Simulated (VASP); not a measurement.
# MoS3 (P-62m) in VASP: relaxation of cell and atoms with PBE

Aim: the relaxation of cell and atoms of MoS3 with PBE.

All numbers are computed with VASP 6.6.1; they aren't measurements. Logs are shortened: lines on timing, memory, paths and dates and some standing lists are left out, and cuts for length are marked.

### 1 The cell of the first run

It takes space group P-62m (No. 189, hexagonal). The conventional cell has a = 4.054 Å, b = 4.054 Å, c = 7.067 Å, α = 90.00°, β = 90.00°, γ = 120.00°. Within 5.3 Å of Mo (site symmetry -62m) lie 24 S at 4.03 to 4.98 Å and 6 Mo at 4.05 Å. S (site symmetry m2m) has 4 S at 2.03 Å within 2.7 Å.

### 2 Relaxation of cell and atoms, PBE, collinear spin, ferromagnetic start

INCAR reads:

```
SYSTEM = MoS3
ALGO = Normal
EDIFF = 1E-6
EDIFFG = -0.04
ENCUT = 600
GGA = PE
IBRION = 2
ISIF = 3
ISMEAR = 0
ISPIN = 2
LASPH = .TRUE.
LCHARG = .FALSE.
LMAXMIX = 4
LORBIT = 11
LREAL = .FALSE.
LWAVE = .FALSE.
MAGMOM = 1 0 0 0
NELM = 150
NSW = 90
PREC = Accurate
SIGMA = 0.1
```

KPOINTS reads:

```
k-points
0
G
  6 6 4
  0 0 0
```

POSCAR reads:

```
MoS3
1.0
    4.0539088200      0.0000000000      0.0000000000
   -2.0269544100      3.5107880300      0.0000000000
    0.0000000000      0.0000000000      7.0669054700
Mo S
1 3
Direct
    0.0000000000      0.0000000000      0.0000000000
    0.5213324300      0.0000000000      0.5000000000
    0.0000000000      0.5213324300      0.5000000000
    0.4786675700      0.4786675700      0.5000000000
```

Potentials or basis: VASP PAW PBE potentials, release 64 (Mo_sv, S).

Started as:

```bash
cat potpaw_PBE.64/Mo_sv/POTCAR potpaw_PBE.64/S/POTCAR > POTCAR
mpirun -np 1 vasp_std > vasp.out
```

OUTCAR:

```text
SYSTEM = MoS3
   EDIFF = 1E-6
   EDIFFG = -0.04
   ENCUT = 600
   GGA = PE
   IBRION = 2
   ISIF = 3
   ISMEAR = 0
   ISPIN = 2
   LASPH = .TRUE.
   LORBIT = 11
   LREAL = .FALSE.
   NELM = 150
   NSW = 90
   PREC = Accurate

 ion  position               nearest neighbor table
   1  0.000  0.000  0.000-
   2  0.521  0.000  0.500-   4 2.03   3 2.03   4 2.03   3 2.03
   3  0.000  0.521  0.500-   4 2.03   4 2.03   2 2.03   2 2.03
   4  0.479  0.479  0.500-   3 2.03   3 2.03   2 2.03   2 2.03

  LATTYP: Found a hexagonal cell.
 ALAT       =     4.0539088200
 C/A-ratio  =     1.7432324662

  Lattice vectors:

 A1 = (   4.0539088200,   0.0000000000,   0.0000000000)
 A2 = (  -2.0269544100,   3.5107880300,   0.0000000000)
 A3 = (   0.0000000000,   0.0000000000,   7.0669054700)

Analysis of symmetry for initial positions (statically):
=====================================================================
 Subroutine PRICEL returns:
 Original cell was already a primitive cell.

 Routine SETGRP: Setting up the symmetry group for a
 hexagonal supercell.

 Subroutine GETGRP returns: Found 12 space group operations
 (whereof 12 operations were pure point group operations)
 out of a pool of 24 trial point group operations.

The static configuration has the point symmetry D_3h.

Analysis of symmetry for dynamics (positions and initial velocities):
=====================================================================
 Subroutine PRICEL returns:
 Original cell was already a primitive cell.

 Routine SETGRP: Setting up the symmetry group for a
 hexagonal supercell.

 Subroutine GETGRP returns: Found 12 space group operations
 (whereof 12 operations were pure point group operations)
 out of a pool of 24 trial point group operations.

The dynamic configuration has the point symmetry D_3h.

Analysis of structural, dynamic, and magnetic symmetry:
=====================================================================
 Subroutine PRICEL returns:
 Original cell was already a primitive cell.

 Routine SETGRP: Setting up the symmetry group for a
 hexagonal supercell.

 Subroutine GETGRP returns: Found 12 space group operations
 (whereof 12 operations were pure point group operations)
 out of a pool of 24 trial point group operations.

[... 104 lines left out ...]
   IBRION =      2    ionic relax: 0-MD 1-quasi-New 2-CG
   NFREE  =      1    steps in history (QN), initial steepest desc. (CG)
   ISIF   =      3    stress and relaxation
   ISYM   =      2    0-nonsym 1-usesym 2-fastsym
   POTIM  = 0.5000    time-step for ionic-motion
   TEBEG  =    0.0;   TEEND  =   0.0 temperature during run
   PSTRESS=    0.0 pullay stress
   NELECT =      32.0000    total number of electrons
   NUPDOWN=      -1.0000    fix difference up-down
   EMIN   =  10.00;   EMAX   =-10.00  energy-range for DOS
   EFERMI =   0.00;   METHOD = LEGACY
   ISMEAR =     0;   SIGMA  =   0.10  broadening in eV -4-tet -1-fermi 0-gaus
   EFERMI_NEDOS =   21; number of points for ismear=-14 and -15
   IALGO  =     38    algorithm
   IMIX   =      4    mixing-type and parameters
     AMIX     =   0.40;   BMIX     =  1.00
     AMIX_MAG =   1.60;   BMIX_MAG =  1.00
  volume/ion in A,a.u.               =      25.14       169.69
  Fermi-wavevector in a.u.,A,eV,Ry     =   1.117606  2.111970 16.994275  1.249044
  Thomas-Fermi vector in A             =   2.254231
   LORBIT       =     11    0 simple, 1 ext, 2 COOP (PROOUT), +10 PAW based schemes
   GGA     = PE    functional components
   LHFCALC =     F    Hartree Fock is set to
   AEXX    =    0.0000 exact exchange contribution
   IVDW    =     0    specifies the selected vdW correction
   LEPSILON=     F    determine dielectric tensor
   LRPA    =     F    only Hartree local field effects (RPA)
 conjugate gradient relaxation of ions
 spin polarized calculation
 Gauss-broadening in eV      SIGMA  =   0.10
  energy-cutoff  :      600.00
  volume of cell :      100.58
 maximum number of plane-waves:      3370
   NGX = 17   NGY = 17   NGZ = 29

--------------------------------------- Ionic step        1  -------------------------------------------

 number of electron      31.9999998 magnetization       5.0401991

 Free energy of the ion-electron system (eV)
  ---------------------------------------------------
  ext. energy  EPLUGINS =         0.00000000
  ---------------------------------------------------
  free energy    TOTEN  =       -12.54380778 eV

  energy without entropy =      -12.53334580  energy(sigma->0) =      -12.53857679

------------------------ aborting loop because EDIFF is reached ----------------------------------------

  FORCE on cell =-STRESS in cart. coord.  units (eV):
  Direction    XX          YY          ZZ          XY          YZ          ZX
  --------------------------------------------------------------------------------------
  -------------------------------------------------------------------------------------
  Total       21.3601925     21.3601926     -1.8546925     -0.0000000     -0.0000000      0.0000000
  in kB      340.2576335    340.2576349    -29.5443623     -0.0000000     -0.0000000      0.0000000
  external PRESSURE =     216.9903020 kB  Pullay stress =       0.0000000 kB
[... 3158 lines left out ...]
     20       8.7604      0.00000
     21       8.7604      0.00000

[... ionic steps 4 to 55 ...]

--------------------------------------- Ionic step       56  -------------------------------------------

 number of electron      31.9999997 magnetization       0.0000000

 number of electron      31.9999997 magnetization      -0.0000000
[... 75 lines left out ...]
 number of electron      31.9999996 magnetization      -0.0000000

 number of electron      31.9999996 magnetization       0.0000000

 Free energy of the ion-electron system (eV)
  ---------------------------------------------------
  ext. energy  EPLUGINS =         0.00000000
  ---------------------------------------------------
  free energy    TOTEN  =       -24.53219872 eV

  energy without entropy =      -24.51719772  energy(sigma->0) =      -24.52469822

 E-fermi :   3.5426     XC(G=0):  -8.9435

 val. band max:        3.5179119777   @ k =   0.3333   0.1667   0.5000
 cond. band min:       3.5752477990   @ k =   0.3333   0.0000   0.5000
 fundamental gap:      0.0573358214
 Fermi energy:         3.5425615355
[... 1042 lines left out ...]
  FREE ENERGIE OF THE ION-ELECTRON SYSTEM (eV)
  ---------------------------------------------------
  free  energy   TOTEN  =       -24.5321987169 eV

  energy  without entropy=      -24.5171977156  energy(sigma->0) =      -24.52469822

 reached required accuracy - stopping structural energy minimisation

 total charge

# of ion       s       p       d       tot
------------------------------------------
    1        2.338   6.220   3.907  12.465
    2        1.380   2.287   0.000   3.667
    3        1.380   2.287   0.000   3.667
    4        1.380   2.287   0.000   3.667
--------------------------------------------------
tot          6.478  13.081   3.907  23.467

 magnetization (x)

# of ion       s       p       d       tot
------------------------------------------
    1       -0.000  -0.000  -0.000  -0.000
    2        0.000   0.000   0.000   0.000
    3        0.000   0.000   0.000   0.000
    4        0.000   0.000   0.000   0.000
--------------------------------------------------
tot          0.000   0.000  -0.000  -0.000
```

OSZICAR:

```text
N       E                     dE             d eps       ncg     rms          rms(c)
DAV:   1     0.258878643436E+03    0.25888E+03   -0.16130E+04  1812   0.150E+03
DAV:   2     0.490141798632E+01   -0.25398E+03   -0.24397E+03  2295   0.342E+02
DAV:   3    -0.117956529400E+02   -0.16697E+02   -0.15198E+02  2283   0.741E+01
DAV:   4    -0.124278745098E+02   -0.63222E+00   -0.59638E+00  2347   0.123E+01
[... 650 lines left out ...]
DAV:   5    -0.244602259510E+02    0.22985E-04   -0.11090E-04  1852   0.712E-02    0.186E-02
DAV:   6    -0.244602256500E+02    0.30100E-06   -0.52640E-06  1794   0.158E-02
  46 F= -.24460226E+02 E0= -.24454649E+02  d E =-.132616E-01  mag=     0.0000
       N       E                     dE             d eps       ncg     rms          rms(c)
DAV:   1    -0.244899552298E+02   -0.29729E-01   -0.16260E+00  1764   0.891E+00    0.879E-01
DAV:   2    -0
```

It took 30 min on 1 thread of Intel Xeon 6975P-C (Granite Rapids), shared host; peak memory 0.36 GiB.

Results:

| Item | Value |
| --- | --- |
| Free energy | -24.5322 eV |
| Relaxed volume | 24.19 Å³/atom |
| Relaxed cell | a = 6.196 Å, b = 6.196 Å, c = 2.911 Å, α = 90.00°, β = 90.00°, γ = 120.00° |
| Space group after relaxing (to 0.05 Å) | P-62m (No. 189) |
| Energy gained by relaxing | 2997.1 meV/atom |
| Ionic steps | 58 |
| Pressure after relaxing | -0.1 GPa |
| Band gap on the k mesh | zero (filled and empty bands overlap) |
| Net moment | 0.00 μB per cell |
| Valence electrons inside the program's atomic spheres | Mo 12.46; S 3.67 |

The path:
| step | energy change (eV) | largest force (eV/Å) | pressure (GPa) | volume (Å³) |
| --- | --- | --- | --- | --- |
| 1 | 0.0000 | 0.3350 | 21.70 | 100.58 |
| 3 | -3.2125 | 0.1879 | -1.13 | 136.91 |
| 5 | -3.3633 | 0.1502 | -1.77 | 133.27 |
| 7 | -5.6458 | 0.2133 | -2.39 | 87.19 |
| 9 | -5.7174 | 0.1902 | -2.34 | 86.13 |
| 11 | -5.8744 | 0.1341 | -9.50 | 77.79 |
| 13 | -7.2596 | 0.1142 | -2.04 | 63.12 |
| 15 | -7.2712 | 0.1578 | 0.54 | 61.65 |
| 17 | -7.1580 | 1.4200 | 2.95 | 62.02 |
| 19 | -7.3221 | 0.7127 | 0.52 | 61.93 |
| 21 | -7.3539 | 1.1240 | 0.65 | 62.25 |
| 23 | -7.4386 | 2.1730 | 2.63 | 63.27 |
| 25 | -7.4508 | 2.2010 | 2.72 | 63.38 |
| 27 | -7.5016 | 2.2699 | 3.27 | 63.86 |
| 29 | -7.6118 | 1.8125 | 5.45 | 65.42 |
| 31 | -7.8571 | 1.6300 | 4.25 | 66.11 |
| 33 | -8.7761 | 0.9890 | 1.19 | 69.23 |
| 35 | -9.6968 | 3.2190 | 14.77 | 81.18 |
| 37 | -10.3879 | 0.8069 | 1.36 | 81.57 |
| 39 | -10.9963 | 1.1870 | -9.57 | 93.54 |
| 41 | -11.3451 | 1.9619 | -10.86 | 95.87 |
| 43 | -11.8987 | 0.7189 | -1.02 | 87.45 |
| 45 | -11.9032 | 0.5799 | 0.13 | 86.75 |
| 47 | -11.9320 | 0.1170 | 1.00 | 87.08 |
| 49 | -11.9529 | 0.1981 | -0.21 | 89.67 |
| 51 | -11.9651 | 0.2873 | -1.63 | 93.88 |
| 53 | -11.9855 | 0.0735 | -0.63 | 96.00 |
| 55 | -11.9878 | 0.0395 | -0.10 | 96.97 |
| 57 | -11.9880 | 0.0340 | -0.06 | 96.97 |
| 58 | -11.9884 | 0.0017 | -0.06 | 96.76 |

Final structure:
```
CELL_PARAMETERS angstrom
6.19596 0.00000 0.00000
-3.09798 5.36586 0.00000
0.00000 0.00000 2.91050
ATOMIC_POSITIONS crystal
Mo 0.00000 0.00000 0.00000
S 0.30182 0.00000 0.50000
S 0.00000 0.30182 0.50000
S 0.69818 0.69818 0.50000
```
